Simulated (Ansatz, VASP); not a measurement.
One calculation of HfC, two programs

Contents of INCAR:

```
ALGO = Normal
EDIFF = 1E-6
ENCUT = 520
GGA = PE
ISIF = 2
ISMEAR = 0
LASPH = T
LCHARG = F
LREAL = F
LWAVE = F
NBANDS = 14
NELM = 100
PREC = Accurate
SIGMA = 0.020999999999999998
```

Contents of KPOINTS:

```
k-points
0
Gamma
  10 10 10
```

The input POSCAR:

```
HfC
1.0
    0.0000000000      2.3250000000      2.3250000000
    2.3250000000      0.0000000000      2.3250000000
    2.3250000000      2.3250000000      0.0000000000
Hf C
1 1
Direct
    0.5000000000      0.5000000000      0.5000000000
    0.0000000000      0.0000000000      0.0000000000
```

input.yaml

```yaml
crystal:
  lattice:
    - [0.0, 2.325, 2.325]
    - [2.325, 0.0, 2.325]
    - [2.325, 2.325, 0.0]
  atoms:
    - { symbol: Hf, position: [0.5, 0.5, 0.5] }
    - { symbol: C, position: [0.0, 0.0, 0.0] }
kpoints:
  mp_grid: { grid: [10, 10, 10] }
scf:
  occupations: { method: gaussian, width: 0.021 }
hamiltonian:
  xc: pbe
  pseudopotentials: { kind: all_electron, lapw: { basis_error: 0.001 } }
output:
  forces: true
  stress: true
  eigenvalues: true
```

Alike in both runs: task single point; functional PBE; k mesh 10 × 10 × 10; occupations gaussian, width 0.021 eV; no spin polarisation.

```csv
,VASP,Ansatz
version,VASP 6.6.1,Ansatz 0.2.0
potentials or method,"VASP PAW PBE potentials, release 64 (Hf_pv, C), cutoff 520 eV","all-electron LAPW, scalar-relativistic"
```

Ansatz gave:

- gap on the k mesh at the Fermi level (eV): none
- pressure (GPa): 0.3

Task: Which values does VASP return?

Result: gap on the k mesh at the Fermi level (eV): none; pressure (GPa): -0.5.

A gap of «none» marks a metal or a gap that the smearing closes. Ansatz ran all-electron here, and VASP with PAW potentials.

Neither program's run includes spin-orbit coupling.
